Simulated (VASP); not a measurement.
Write the native input for VASP 6.6.1 that does the following.

- Task: relaxation of cell and atoms
- Functional: PBEsol
- Potentials or basis: VASP PAW PBE potentials, release 64 (Cu, N)
- Cutoff: 600 eV
- k mesh: 12 × 12 × 12
- Occupations: gaussian, width 0.1 eV
- Spin: no spin polarisation
- Dipole correction: no
- Further INCAR settings: ALGO = Normal; EDIFF = 1e-07; IBRION = 2; EDIFFG = -0.005; NSW = 100; ISIF = 3

The structure of Cu3N lies in POSCAR:

```
Cu3N
1.0
    3.7660315101      0.0000000000      0.0000000000
    0.0000000000      3.7660315101      0.0000000000
    0.0000000000      0.0000000000      3.7660315101
Cu N
3 1
Direct
    0.5000000000      0.0000000000      0.0000000000
    0.0000000000      0.5000000000      0.0000000000
    0.0000000000      0.0000000000      0.5000000000
    0.0000000000      0.0000000000      0.0000000000
```

The input as run:

INCAR

```
  ALGO = Normal
  EDIFF = 1E-7
  EDIFFG = -0.005
  ENCUT = 600
  GGA = PS
  GGA_COMPAT = False
  IBRION = 2
  ISIF = 3
  ISMEAR = 0
  LASPH = True
  LCHARG = False
  LREAL = False
  LWAVE = False
  NELM = 120
  NELMIN = 4
  NSW = 100
  PREC = Accurate
  SIGMA = 0.1
```

KPOINTS

```
k-points
0
Gamma
  12 12 12
```

Potentials or basis: VASP PAW PBE potentials, release 64 (Cu, N).

Run with:

```console
$ cat potpaw_PBE.64/Cu/POTCAR potpaw_PBE.64/N/POTCAR > POTCAR
$ mpirun -np 1 vasp_std > vasp.out
```

It gave:

```yaml
Relaxed_volume: 13.40 Å³/atom
Relaxed_cell: a = 3.771 Å, b = 3.771 Å, c = 3.771 Å, α = 90.00°, β = 90.00°, γ = 90.00°
Space_group_after_relaxing_to_0.05_Å: Pm-3m (No. 221)
Energy_gained_by_relaxing: 0.1 meV/atom
Ionic_steps: 3
Pressure_after_relaxing: 0.0 GPa
Band_gap_on_the_k_mesh: 0.05 eV, indirect (least direct gap 0.60 eV)
```

Caveat: the PAW data sets were made with another functional, which shifts forces and pressure a little.

Run time: 2.4 min on 1 thread of AMD EPYC 9R45 (Zen 5), on a shared host, peak memory 0.21 GiB.
